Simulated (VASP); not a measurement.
# AlN (Pna2_1) in VASP: notebook

Runs on AlN. Level: r2SCAN. Tasks: single point.

All numbers are computed with VASP 6.6.1; they aren't measurements. Logs are shortened: lines on timing, memory, paths and dates and some standing lists are left out, and cuts for length are marked.

**1. The cell of the first run**

Symmetry: Pna2_1, No. 33, orthorhombic system. Conventional cell: a = 5.381 Å, b = 3.107 Å, c = 4.978 Å, α = 90.00°, β = 90.00°, γ = 90.00°. Al (site symmetry 1) has 4 N at 1.87 to 1.92 Å within 2.5 Å. N (site symmetry 1) has 4 Al at 1.87 to 1.92 Å within 2.5 Å.

**2. Single point, r2SCAN (atoms displaced along a vibrational mode)**

POSCAR

```
AlN
1.0
   -3.1066653462      0.0000000000      0.0000000000
    0.0000000000      0.0000000000     -4.9784048411
    0.0000000000     -5.3809022217      0.0000000000
Al N
4 4
Direct
    0.5603541029      0.9983070980      0.1666666667
   -0.0603541029      0.9983070980      0.6666666667
    0.0603541029      0.4983070980      0.3333333333
    0.4396458971      0.4983070980      0.8333333333
    0.5543055448      0.6166929020      0.1666666667
   -0.0543055448      0.6166929020      0.6666666667
    0.0543055448      0.1166929020      0.3333333333
    0.4456944552      0.1166929020      0.8333333333
```

INCAR.step1

```
PREC = Accurate
ENCUT = 520
ISMEAR = 0
SIGMA = 0.05
LREAL = False
LASPH = True
NELM = 80
NBANDS = 26
GGA = PE
ALGO = Normal
EDIFF = 1E-4
LWAVE = True
LCHARG = False
```

INCAR.step2

```
PREC = Accurate
ENCUT = 520
EDIFF = 1E-7
ISMEAR = 0
SIGMA = 0.05
LREAL = False
LASPH = True
NELM = 80
ALGO = Normal
ISIF = 2
LWAVE = False
LCHARG = False
METAGGA = R2SCAN
LMIXTAU = True
NBANDS = 26
ISTART = 1
```

KPOINTS

```
Automatic mesh
0
Gamma
  8 6 4
```

Potentials or basis: VASP PAW PBE potentials, release 64 (Al, N).

The run is started by

```sh
cat potpaw_PBE.64/Al/POTCAR potpaw_PBE.64/N/POTCAR > POTCAR
cp INCAR.step1 INCAR
mpirun -np 1 vasp_std > vasp.out
cp INCAR.step2 INCAR
mpirun -np 1 vasp_std > vasp.out
```

OUTCAR:

```text
PREC = Accurate
   ENCUT = 520
   EDIFF = 1E-7
   ISMEAR = 0
   LREAL = False
   LASPH = True
   NELM = 80
   ISIF = 2
   METAGGA = R2SCAN
   ISTART = 1

 ion  position               nearest neighbor table
   1  0.560  0.998  0.167-   7 1.87   5 1.90   7 1.90   8 1.92   2 2.94   2 2.94   3 3.07   3 3.07
                             3 3.07   3 3.07   4 3.09   4 3.09   2 3.31   2 3.31
   2  0.940  0.998  0.667-   8 1.87   6 1.90   8 1.90   7 1.92   1 2.94   1 2.94   4 3.07   4 3.07
                             4 3.07   4 3.07   3 3.09   3 3.09   1 3.31   1 3.31
   3  0.060  0.498  0.333-   5 1.87   7 1.90   5 1.90   6 1.92   4 2.94   4 2.94   1 3.07   1 3.07
                             1 3.07   1 3.07   2 3.09   2 3.09   4 3.31   4 3.31
   4  0.440  0.498  0.833-   6 1.87   8 1.90   6 1.90   5 1.92   3 2.94   3 2.94   2 3.07   2 3.07
                             2 3.07   2 3.07   1 3.09   1 3.09   3 3.31   3 3.31
   5  0.554  0.617  0.167-   3 1.87   1 1.90   3 1.90   4 1.92
   6  0.946  0.617  0.667-   4 1.87   2 1.90   4 1.90   3 1.92
   7  0.054  0.117  0.333-   1 1.87   3 1.90   1 1.90   2 1.92
   8  0.446  0.117  0.833-   2 1.87   4 1.90   2 1.90   1 1.92

  LATTYP: Found a simple orthorhombic cell.
 ALAT       =     3.1066653462
 B/A-ratio  =     1.6024915098
 C/A-ratio  =     1.7320508076

  Lattice vectors:

 A1 = (  -3.1066653462,   0.0000000000,   0.0000000000)
 A2 = (   0.0000000000,   0.0000000000,  -4.9784048411)
 A3 = (   0.0000000000,  -5.3809022217,   0.0000000000)

Analysis of symmetry for initial positions (statically):
=====================================================================
 Subroutine PRICEL returns:
 Original cell was already a primitive cell.

 Routine SETGRP: Setting up the symmetry group for a
 simple orthorhombic supercell.

 Subroutine GETGRP returns: Found  4 space group operations
 (whereof  1 operations were pure point group operations)
 out of a pool of  8 trial point group operations.

The static configuration has the point symmetry C_1 .
 The point group associated with its full space group is C_2v.

Analysis of symmetry for dynamics (positions and initial velocities):
=====================================================================
 Subroutine PRICEL returns:
 Original cell was already a primitive cell.

 Routine SETGRP: Setting up the symmetry group for a
 simple orthorhombic supercell.

[... 116 lines left out ...]
   NELM   =     80;   NELMIN=  2; NELMDL=  0     # of ELM steps
   EDIFF  = 0.1E-06   stopping-criterion for ELM
   LREAL  =      F    real-space projection
   EDIFFG = 0.1E-05   stopping-criterion for IOM
   NSW    =      0    number of steps for IOM
   IBRION =     -1    ionic relax: 0-MD 1-quasi-New 2-CG
   NFREE  =      0    steps in history (QN), initial steepest desc. (CG)
   ISIF   =      2    stress and relaxation
   ISYM   =      2    0-nonsym 1-usesym 2-fastsym
   POTIM  = 0.5000    time-step for ionic-motion
   TEBEG  =    0.0;   TEEND  =   0.0 temperature during run
   PSTRESS=    0.0 pullay stress
   NELECT =      32.0000    total number of electrons
   NUPDOWN=      -1.0000    fix difference up-down
   EMIN   =  10.00;   EMAX   =-10.00  energy-range for DOS
   EFERMI =   0.00;   METHOD = LEGACY
   ISMEAR =     0;   SIGMA  =   0.05  broadening in eV -4-tet -1-fermi 0-gaus
   EFERMI_NEDOS =   21; number of points for ismear=-14 and -15
   IALGO  =     38    algorithm
   IMIX   =      4    mixing-type and parameters
     AMIX     =   0.40;   BMIX     =  1.00
     AMIX_MAG =   1.60;   BMIX_MAG =  1.00
  volume/ion in A,a.u.               =      10.40        70.20
  Fermi-wavevector in a.u.,A,eV,Ry     =   1.190451  2.249626 19.281821  1.417174
  Thomas-Fermi vector in A             =   2.326535
   LORBIT       =      0    0 simple, 1 ext, 2 COOP (PROOUT), +10 PAW based schemes
   METAGGA = R2SCAN    functional components
   LHFCALC =     F    Hartree Fock is set to
   AEXX    =    0.0000 exact exchange contribution
   IVDW    =     0    specifies the selected vdW correction
   LEPSILON=     F    determine dielectric tensor
   LRPA    =     F    only Hartree local field effects (RPA)
 non-spin polarized calculation
 Gauss-broadening in eV      SIGMA  =   0.05
  energy-cutoff  :      520.00
  volume of cell :       83.22
 maximum number of plane-waves:      2264
 NGX is ok and might be reduce to    24
   NGX = 11   NGY = 19   NGZ = 21

 number of electron      32.0000001 magnetization

 Free energy of the ion-electron system (eV)
  ---------------------------------------------------
  ext. energy  EPLUGINS =         0.00000000
  ---------------------------------------------------
  free energy    TOTEN  =       -76.35947866 eV

  energy without entropy =      -76.35947866  energy(sigma->0) =      -76.35947866

 E-fermi :   6.2180     XC(G=0): -11.4341

 val. band max:        5.9604298522   @ k =   0.0000   0.0000   0.0000
 cond. band min:      10.6835073503   @ k =   0.0000   0.0000   0.0000
 fundamental gap:      4.7230774980
 Fermi energy:         6.2180263936

 k-point     1 :       0.0000    0.0000    0.0000
  band No.  band energies     occupation
      1     -10.0255      2.00000
      2      -8.0613      2.00000
      3      -7.9044      2.00000
      4      -7.3407      2.00000
      5      -0.1252      2.00000
      6       0.4241      2.00000
[... 685 lines left out ...]
     25      17.3546      0.00000
     26      17.8662      0.00000

 [... further k-points ...]
[... 5 lines left out ...]
  --------------------------------------------------------------------------------------
  -------------------------------------------------------------------------------------
  Total       -1.8986501      0.3610901     -0.8538600      0.0000000      0.0000000      0.0000000
  in kB      -36.5523870      6.9516255    -16.4383206      0.0000000      0.0000000      0.0000000
  external PRESSURE =     -15.3463607 kB  Pullay stress =       0.0000000 kB

 VOLUME and BASIS-vectors are now :
 -----------------------------------------------------------------------------
  energy-cutoff  :      520.00
  volume of cell :       83.22
      direct lattice vectors                 reciprocal lattice vectors
    -3.106665346  0.000000000  0.000000000    -0.321888549  0.000000000  0.000000000
     0.000000000  0.000000000 -4.978404841     0.000000000  0.000000000 -0.200867553
     0.000000000 -5.380902222  0.000000000     0.000000000 -0.185842440  0.000000000

 POSITION                                       TOTAL-FORCE (eV/Angst)
 -----------------------------------------------------------------------------------
     -1.74083     -0.89682     -4.96998         1.020512      0.258994     -0.047034
     -2.91917     -3.58727     -4.96998        -1.020512      0.258994     -0.047034
     -0.18750     -1.79363     -2.48077         1.020512     -0.258994     -0.047034
     -1.36583     -4.48409     -2.48077        -1.020512     -0.258994     -0.047034
     -1.72204     -0.89682     -3.07015         0.502567      0.292267      0.047034
     -2.93796     -3.58727     -3.07015        -0.502567      0.292267      0.047034
     -0.16871     -1.79363     -0.58094         0.502567     -0.292267      0.047034
     -1.38462     -4.48409     -0.58094        -0.502567     -0.292267      0.047034
 -----------------------------------------------------------------------------------
    total drift:                               -0.000000      0.000001     -0.002536

  FREE ENERGIE OF THE ION-ELECTRON SYSTEM (eV)
  ---------------------------------------------------
  free  energy   TOTEN  =       -76.3594786649 eV

  energy  without entropy=      -76.3594786649  energy(sigma->0) =      -76.35947866
```

OUTCAR.step1:

```text
PREC = Accurate
   ENCUT = 520
   ISMEAR = 0
   LREAL = False
   LASPH = True
[... 948 lines left out ...]
     -1.72204     -0.89682     -3.07015         0.418711      0.296448      0.057417
     -2.93796     -3.58727     -3.07015        -0.418711      0.296448      0.057417
     -0.16871     -1.79363     -0.58094         0.418711     -0.296448      0.057417
     -1.38462     -4.48409     -0.58094        -0.418711     -0.296448      0.057417
 -----------------------------------------------------------------------------------
    total drift:                               -0.000000      0.000001     -0.000986

  FREE ENERGIE OF THE ION-ELECTRON SYSTEM (eV)
  ---------------------------------------------------
  free  energy   TOTEN  =       -59.0428582810 eV

  energy  without entropy=      -59.0428582810  energy(sigma->0) =      -59.04285828
```

Wall time 2.7 min (1 thread of Intel Xeon 6975P-C (Granite Rapids), shared host); peak memory 0.25 GiB.

What came out:

```yaml
Free_energy: -76.3595 eV
Pressure: -1.5 GPa
Largest_force: 1.054 eV/Å
Band_gap_on_the_k_mesh: 4.72 eV
```

Forces in eV/Å, atoms in the order of the input:
```
Al   1.021  0.259 -0.047
Al  -1.021  0.259 -0.047
Al   1.021 -0.259 -0.047
Al  -1.021 -0.259 -0.047
N    0.503  0.292  0.047
N   -0.503  0.292  0.047
N    0.503 -0.292  0.047
N   -0.503 -0.292  0.047
```

Stress tensor (GPa, compression positive):
```
-3.66  0.00  0.00
 0.00  0.70  0.00
 0.00  0.00 -1.64
```

Caveat: the cell differs from its parent crystal (atoms displaced along a vibrational mode); the PAW data sets were made with another functional, which shifts forces and pressure a little. A k mesh can miss the band edges.

**3. Single point, r2SCAN (atoms displaced along a vibrational mode)**

POSCAR

```
AlN
1.0
   -3.1066653462      0.0000000000      0.0000000000
    0.0000000000      0.0000000000     -4.9784048411
    0.0000000000     -5.3809022217      0.0000000000
Al N
4 4
Direct
    0.5362124617      0.9983070980      0.1666666667
   -0.0362124617      0.9983070980      0.6666666667
    0.0362124617      0.4983070980      0.3333333333
    0.4637875383      0.4983070980      0.8333333333
    0.5325833269      0.6166929020      0.1666666667
   -0.0325833269      0.6166929020      0.6666666667
    0.0325833269      0.1166929020      0.3333333333
    0.4674166731      0.1166929020      0.8333333333
```

INCAR.step1

```
SYSTEM = AlN
ALGO     = Normal         ! electronic algorithm
EDIFF    = 1E-4           ! SCF threshold, eV
ENCUT    = 520            ! plane-wave cutoff, eV
GGA      = PE             ! functional
ISMEAR   = 0              ! smearing method
LASPH    = .True.         ! aspherical terms in the spheres
LCHARG   = .False.        ! write CHGCAR
LREAL    = .False.        ! projectors in reciprocal space
LWAVE    = .True.         ! write WAVECAR
NBANDS   = 26             ! bands
NELM     = 60             ! most SCF steps
PREC     = Accurate       ! precision mode
SIGMA    = 0.05           ! smearing width, eV
```

INCAR.step2

```
SYSTEM = AlN
ALGO     = Normal         ! electronic algorithm
EDIFF    = 1E-6           ! SCF threshold, eV
ENCUT    = 520            ! plane-wave cutoff, eV
ISIF     = 2              ! what is computed and relaxed
ISMEAR   = 0              ! smearing method
ISTART   = 1            
LASPH    = .True.         ! aspherical terms in the spheres
LCHARG   = .False.        ! write CHGCAR
LMIXTAU  = .True.       
LREAL    = .False.        ! projectors in reciprocal space
LWAVE    = .False.        ! write WAVECAR
METAGGA  = R2SCAN         ! meta-GGA
NBANDS   = 26             ! bands
NELM     = 60             ! most SCF steps
PREC     = Accurate       ! precision mode
SIGMA    = 0.05           ! smearing width, eV
```

KPOINTS

```
k-points
0
Gamma
  8 6 4
  0 0 0
```

Potentials or basis: VASP PAW PBE potentials, release 64 (Al, N).

The run is started by

```sh
cat potpaw_PBE.64/Al/POTCAR potpaw_PBE.64/N/POTCAR > POTCAR
cp INCAR.step1 INCAR
mpirun -np 1 vasp_std > vasp.out
cp INCAR.step2 INCAR
mpirun -np 1 vasp_std > vasp.out
```

It took 2.2 min on 1 thread of Intel Xeon 6975P-C (Granite Rapids), shared host; peak memory 0.25 GiB.

The run converged. Its results:

```
Free energy            : -76.7135 eV
Pressure               : -0.8 GPa
Largest force          : 0.628 eV/Å
Band gap on the k mesh : 4.85 eV
```

Forces on the atoms (eV/Å):
```
Al   0.620  0.101 -0.019
Al  -0.620  0.101 -0.019
Al   0.620 -0.101 -0.019
Al  -0.620 -0.101 -0.019
N    0.295  0.113  0.019
N   -0.295  0.113  0.019
N    0.295 -0.113  0.019
N   -0.295 -0.113  0.019
```

Stress tensor (GPa, compression positive):
```
-1.56  0.00  0.00
 0.00 -0.09  0.00
 0.00  0.00 -0.87
```

Levels at points of the mesh, in eV from the valence-band top:
| k point | band 13 | band 14 | band 15 | band 16 | band 17 | band 18 | band 19 | band 20 |
| --- | --- | --- | --- | --- | --- | --- | --- | --- |
| (0.00, 0.00, 0.00) | -0.60 | -0.24 | -0.16 | 0.00 | 4.85 | 6.41 | 6.59 | 7.41 |
| (0.50, 0.00, 0.00) | -1.74 | -1.74 | -1.45 | -1.45 | 6.35 | 6.35 | 8.48 | 8.48 |
| (0.00, 0.50, 0.00) | -0.59 | -0.59 | -0.49 | -0.49 | 5.97 | 5.97 | 7.17 | 7.17 |
| (0.50, 0.50, 0.00) | -1.13 | -1.13 | -0.78 | -0.78 | 6.98 | 6.98 | 7.66 | 7.66 |
| (0.00, 0.00, 0.50) | -0.51 | -0.51 | -0.35 | -0.35 | 6.85 | 6.85 | 8.25 | 8.25 |
| (0.50, 0.00, 0.50) | -1.78 | -1.78 | -0.70 | -0.70 | 6.44 | 6.44 | 6.52 | 6.52 |
| (0.00, 0.50, 0.50) | -1.03 | -1.03 | -1.03 | -1.03 | 7.21 | 7.21 | 7.21 | 7.21 |
| (0.50, 0.50, 0.50) | -1.40 | -1.40 | -1.32 | -1.32 | 5.93 | 5.93 | 6.03 | 6.03 |

Caveat: the cell differs from its parent crystal (atoms displaced along a vibrational mode); the PAW data sets were made with another functional, which shifts forces and pressure a little. A k mesh can miss the band edges.
